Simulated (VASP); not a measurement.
Set up this calculation in VASP 6.6.1, as the native input.

```yaml
Task: single point
Functional: PBE
Potentials_or_basis: VASP PAW PBE potentials, release 64 (Se)
Cutoff: 520 eV
k_mesh: 18 × 18 × 18
Occupations: gaussian, width 0.05 eV
Spin: no spin polarisation
Dipole_correction: no
Further_INCAR_settings: ALGO = Normal; EDIFF = 1e-07; NBANDS = 9
```

The structure of Se lies in POSCAR:

```
Se
1.0
    1.7249310329      0.9958893963      1.4082865132
   -1.7249310329      0.9958893963      1.4082865132
    0.0000000000     -1.9917787923      1.4082865133
Se
1
Direct
    0.0000000000      0.0000000000      0.0000000000
```

This cell differs from its parent crystal: volume scaled by 0.640.

These files were run (other wordings do the same):

INCAR

```
SYSTEM = Se
  PREC = Accurate
  ENCUT = 520
  EDIFF = 1E-7
  ISMEAR = 0
  SIGMA = 0.05
  LREAL = .False.
  LASPH = .True.
  NELM = 60
  ALGO = Normal
  ISIF = 2
  LWAVE = .False.
  LCHARG = .False.
  GGA = PE
  NBANDS = 9
```

KPOINTS

```
Automatic mesh
0
Gamma
  18 18 18
  0 0 0
```

Potentials or basis: VASP PAW PBE potentials, release 64 (Se).

The run is started by

```bash
$ cat potpaw_PBE.64/Se/POTCAR > POTCAR
$ mpirun -np 1 vasp_std > vasp.out
```

Results of the run:

| Item | Value |
| --- | --- |
| Pressure | 82.6 GPa |
| Band gap on the k mesh | zero (band 3 reaches 16.34 eV, above the bottom of band 4 at 5.81 eV) |

Wall time 39 s on 1 thread of AMD EPYC 7R43 64-Core Processor (Zen 3), on a shared host, peak memory 0.14 GiB.
